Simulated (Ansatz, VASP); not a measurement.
## ZnAu in VASP and in Ansatz

```
Zn Au
1.0
     2.74916    0.00000    0.00000
     0.00000    2.74916    0.00000
     0.00000    0.00000    4.12374
Zn Au
1 1
Cartesian
  1.3746 1.3746 2.0619
  0.0000 0.0000 0.0000
```

Alike in both runs: task single point; functional PBEsol; k mesh 16 × 16 × 16; occupations gaussian, width 0.15 eV; no spin polarisation.

```csv
,VASP,Ansatz
version,VASP 6.6.1,Ansatz 0.2.0
potentials or method,"VASP PAW PBE potentials, release 64 (Zn, Au), cutoff 520 eV","scalar-relativistic, plane waves, PAW"
valence electrons in the cell,23,31
```

Ansatz gave:

* gap on the k mesh at the Fermi level (eV): none
* pressure (GPa): -0.5
* traceless stress, the component that is largest in VASP (GPa): -5.87

What did VASP give for the same quantities?

gap on the k mesh at the Fermi level (eV): none; pressure (GPa): -0.5; traceless stress, the component that is largest in VASP (GPa): -5.79.

VASP's potentials were made for PBE, not for PBEsol. A gap of «none» marks a metal or a gap that the smearing closes. VASP's potentials hold 23 valence electrons a cell and Ansatz's 31, so a difference there can come from the potentials and not from the codes.

Neither program's run includes spin-orbit coupling.
